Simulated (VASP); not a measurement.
# Cd3In3O2 (P4/mmm) in VASP: single point with PBE

Aim: the single point of Cd3In3O2 with PBE.

Everything below comes from runs of VASP 6.6.1. Logs are shortened: lines on timing, memory, paths and dates and some standing lists are left out, and cuts for length are marked.

**1. The cell of the first run**

The structure is tetragonal, space group P4/mmm (No. 123). Conventional cell: a = 3.135 Å, b = 3.135 Å, c = 16.451 Å, α = 90.00°, β = 90.00°, γ = 90.00°. Cd (site symmetry 4mm) has 4 Cd at 3.13 Å and 1 O at 3.26 Å and 8 In at 3.29 to 3.33 Å within 4.1 Å. Cd (site symmetry 4/mmm) has 2 O at 2.54 Å and 4 Cd at 3.13 Å within 3.4 Å. Within 3.2 Å of In (site symmetry 4mm) lie 4 O at 2.35 Å and 4 In at 3.13 Å. In (site symmetry 4/mmm) has 4 In at 3.13 Å and 8 Cd at 3.29 Å within 4.1 Å. O (site symmetry 4mm) has 4 In at 2.35 Å and 2 Cd at 2.54 to 3.26 Å and 4 O at 3.13 Å within 3.3 Å.

**2. Single point, PBE**

INCAR

```
SYSTEM = Cd3In3O2
ALGO = Fast ; EDIFF = 1E-7
ENCUT = 520 ; GGA = PE
ISIF = 2 ; ISMEAR = 0
LASPH = .TRUE. ; LCHARG = .FALSE.
LREAL = .FALSE. ; LWAVE = .FALSE.
NBANDS = 54 ; NELM = 80
PREC = Accurate ; SIGMA = 0.2
```

KPOINTS

```
k-points
0
G
  5 5 2
  0 0 0
```

POSCAR

```
Cd3In3O2
1.0
    3.1347030366      0.0000000000      0.0000000000
    0.0000000000      3.1347030366      0.0000000000
    0.0000000000      0.0000000000     16.4508336447
Cd In O
3 3 2
Direct
    0.0000000000      0.0000000000      0.3522906393
    0.0000000000      0.0000000000      0.6477093607
    0.0000000000      0.0000000000      0.0000000000
    0.5000000000      0.5000000000      0.2011564147
    0.5000000000      0.5000000000      0.7988435853
    0.5000000000      0.5000000000      0.5000000000
    0.0000000000      0.0000000000      0.1543546791
    0.0000000000      0.0000000000      0.8456453209
```

Potentials or basis: VASP PAW PBE potentials, release 64 (Cd, In_d, O).

The run is started by

```console
$ cat potpaw_PBE.64/Cd/POTCAR potpaw_PBE.64/In_d/POTCAR potpaw_PBE.64/O/POTCAR > POTCAR
$ mpirun -np 1 vasp_std > vasp.out
```

OUTCAR:

```text
SYSTEM = Cd3In3O2
   EDIFF = 1E-7
   ENCUT = 520
   GGA = PE
   ISIF = 2
   ISMEAR = 0
   LASPH = .TRUE.
   LREAL = .FALSE.
   NELM = 80
   PREC = Accurate

 ion  position               nearest neighbor table
   1  0.000  0.000  0.352-   6 3.29   6 3.29   6 3.29   6 3.29   4 3.33   4 3.33   4 3.33   4 3.33

   2  0.000  0.000  0.648-   6 3.29   6 3.29   6 3.29   6 3.29   5 3.33   5 3.33   5 3.33   5 3.33

   3  0.000  0.000  0.000-   7 2.54   8 2.54
   4  0.500  0.500  0.201-   7 2.35   7 2.35   7 2.35   7 2.35   1 3.33   1 3.33   1 3.33   1 3.33

   5  0.500  0.500  0.799-   8 2.35   8 2.35   8 2.35   8 2.35   2 3.33   2 3.33   2 3.33   2 3.33

   6  0.500  0.500  0.500-   1 3.29   2 3.29   1 3.29   2 3.29   1 3.29   2 3.29   1 3.29   2 3.29

   7  0.000  0.000  0.154-   4 2.35   4 2.35   4 2.35   4 2.35   3 2.54
   8  0.000  0.000  0.846-   5 2.35   5 2.35   5 2.35   5 2.35   3 2.54

  LATTYP: Found a simple tetragonal cell.
 ALAT       =     3.1347030366
 C/A-ratio  =     5.2479719618

  Lattice vectors:

 A1 = (   3.1347030366,   0.0000000000,   0.0000000000)
 A2 = (   0.0000000000,   3.1347030366,   0.0000000000)
 A3 = (   0.0000000000,   0.0000000000,  16.4508336447)

Analysis of symmetry for initial positions (statically):
=====================================================================
 Subroutine PRICEL returns:
 Original cell was already a primitive cell.

 Routine SETGRP: Setting up the symmetry group for a
 simple tetragonal supercell.

 Subroutine GETGRP returns: Found 16 space group operations
 (whereof 16 operations were pure point group operations)
 out of a pool of 16 trial point group operations.

The static configuration has the point symmetry D_4h.

Analysis of symmetry for dynamics (positions and initial velocities):
=====================================================================
 Subroutine PRICEL returns:
 Original cell was already a primitive cell.

 Routine SETGRP: Setting up the symmetry group for a
 simple tetragonal supercell.

 Subroutine GETGRP returns: Found 16 space group operations
 (whereof 16 operations were pure point group operations)
 out of a pool of 16 trial point group operations.

The dynamic configuration has the point symmetry D_4h.

 Subroutine INISYM returns: Found 16 space group operations
[... 99 lines left out ...]
   NSW    =      0    number of steps for IOM
   IBRION =     -1    ionic relax: 0-MD 1-quasi-New 2-CG
   NFREE  =      0    steps in history (QN), initial steepest desc. (CG)
   ISIF   =      2    stress and relaxation
   ISYM   =      2    0-nonsym 1-usesym 2-fastsym
   POTIM  = 0.5000    time-step for ionic-motion
   TEBEG  =    0.0;   TEEND  =   0.0 temperature during run
   PSTRESS=    0.0 pullay stress
   NELECT =      87.0000    total number of electrons
   NUPDOWN=      -1.0000    fix difference up-down
   EMIN   =  10.00;   EMAX   =-10.00  energy-range for DOS
   EFERMI =   0.00;   METHOD = LEGACY
   ISMEAR =     0;   SIGMA  =   0.20  broadening in eV -4-tet -1-fermi 0-gaus
   EFERMI_NEDOS =   21; number of points for ismear=-14 and -15
   IALGO  =     68    algorithm
   IMIX   =      4    mixing-type and parameters
     AMIX     =   0.40;   BMIX     =  1.00
     AMIX_MAG =   1.60;   BMIX_MAG =  1.00
  volume/ion in A,a.u.               =      20.21       136.36
  Fermi-wavevector in a.u.,A,eV,Ry     =   1.331643  2.516440 24.126830  1.773272
  Thomas-Fermi vector in A             =   2.460638
   LORBIT       =      0    0 simple, 1 ext, 2 COOP (PROOUT), +10 PAW based schemes
   GGA     = PE    functional components
   LHFCALC =     F    Hartree Fock is set to
   AEXX    =    0.0000 exact exchange contribution
   IVDW    =     0    specifies the selected vdW correction
   LEPSILON=     F    determine dielectric tensor
   LRPA    =     F    only Hartree local field effects (RPA)
 non-spin polarized calculation
 RMM-DIIS sequential band-by-band and
 Gauss-broadening in eV      SIGMA  =   0.20
  energy-cutoff  :      520.00
  volume of cell :      161.65
 maximum number of plane-waves:      4372
 NGX is ok and might be reduce to    24
   NGX = 11   NGY = 11   NGZ = 61

 number of electron      87.0000034 magnetization

 Free energy of the ion-electron system (eV)
  ---------------------------------------------------
  ext. energy  EPLUGINS =         0.00000000
  ---------------------------------------------------
  free energy    TOTEN  =       -22.69917413 eV

  energy without entropy =      -22.63871579  energy(sigma->0) =      -22.66894496

 E-fermi :   4.9243     XC(G=0): -10.5126

 val. band max:        4.8240879484   @ k =   0.0000   0.0000   0.0000
 cond. band min:       5.0003615025   @ k =   0.4000   0.0000   0.5000
 fundamental gap:      0.1762735541
 Fermi energy:         4.9243164421

 k-point     1 :       0.0000    0.0000    0.0000
  band No.  band energies     occupation
      1     -13.8845      2.00000
      2     -13.8686      2.00000
      3     -10.1230      2.00000
      4     -10.1230      2.00000
      5      -9.9657      2.00000
      6      -9.7828      2.00000
[... 673 lines left out ...]
     53       9.4461      0.00000
     54      10.0422      0.00000

------------------------ aborting loop because EDIFF is reached ----------------------------------------

  FORCE on cell =-STRESS in cart. coord.  units (eV):
  Direction    XX          YY          ZZ          XY          YZ          ZX
  --------------------------------------------------------------------------------------
  -------------------------------------------------------------------------------------
  Total        0.1333444      0.1333444      0.8879413      0.0000000      0.0000000      0.0000000
  in kB        1.3216137      1.3216137      8.8006368      0.0000000      0.0000000      0.0000000
  external PRESSURE =       3.8146214 kB  Pullay stress =       0.0000000 kB

 VOLUME and BASIS-vectors are now :
 -----------------------------------------------------------------------------
  energy-cutoff  :      520.00
  volume of cell :      161.65
      direct lattice vectors                 reciprocal lattice vectors
     3.134703037  0.000000000  0.000000000     0.319009485  0.000000000  0.000000000
     0.000000000  3.134703037  0.000000000     0.000000000  0.319009485  0.000000000
     0.000000000  0.000000000 16.450833645     0.000000000  0.000000000  0.060787193

 POSITION                                       TOTAL-FORCE (eV/Angst)
 -----------------------------------------------------------------------------------
      0.00000      0.00000      5.79547        -0.000000     -0.000000      0.045216
      0.00000      0.00000     10.65536        -0.000000     -0.000000     -0.045216
      0.00000      0.00000      0.00000        -0.000000     -0.000000      0.000000
      1.56735      1.56735      3.30919         0.000000      0.000000     -0.005916
      1.56735      1.56735     13.14164        -0.000000      0.000000      0.005916
      1.56735      1.56735      8.22542        -0.000000     -0.000000      0.000000
      0.00000      0.00000      2.53926        -0.000000     -0.000000      0.027227
      0.00000      0.00000     13.91157        -0.000000     -0.000000     -0.027227
 -----------------------------------------------------------------------------------
    total drift:                                0.000000     -0.000000      0.000000

  FREE ENERGIE OF THE ION-ELECTRON SYSTEM (eV)
  ---------------------------------------------------
  free  energy   TOTEN  =       -22.6991741305 eV

  energy  without entropy=      -22.6387157947  energy(sigma->0) =      -22.66894496
```

stdout:

```text
POSCAR found type information on POSCAR CdInO
 POSCAR found :  3 types and       8 ions
 scaLAPACK will be used
 LDA part: xc-table for (Slater+PW92), standard interpolation
 POSCAR, INCAR and KPOINTS ok, starting setup
 FFT: planning ... GRIDC
 FFT: planning ... GRID_SOFT
 FFT: planning ... GRID
 WAVECAR not read
 entering main loop
```

It took 3.6 min on 1 thread of Oxide Virtual Turin-like, shared host; peak memory 0.26 GiB.

What came out:

* Free energy: -22.6992 eV
* Pressure: 0.4 GPa
* Largest force: 0.045 eV/Å
* Band gap on the k mesh: zero (an odd number of electrons rules out a gap without spin polarisation)

Forces on the atoms (eV/Å):
```
Cd   0.000  0.000  0.045
Cd   0.000  0.000 -0.045
Cd   0.000  0.000  0.000
In   0.000  0.000 -0.006
In   0.000  0.000  0.006
In   0.000  0.000  0.000
O    0.000  0.000  0.027
O    0.000  0.000 -0.027
```

Stress tensor (GPa, compression positive):
```
0.13 0.00 0.00
0.00 0.13 0.00
0.00 0.00 0.88
```

Caveat: the k points lie up to 0.40 Å⁻¹ apart, too coarse for converged energies and pressures of a metal; spin-orbit coupling is left out, which moves the levels of the heavy elements; an odd number of electrons without spin polarisation forces a metal; a magnetic or distorted state may lie lower.

The gap in the log of VASP goes by the Fermi energy; the results here count the filled bands.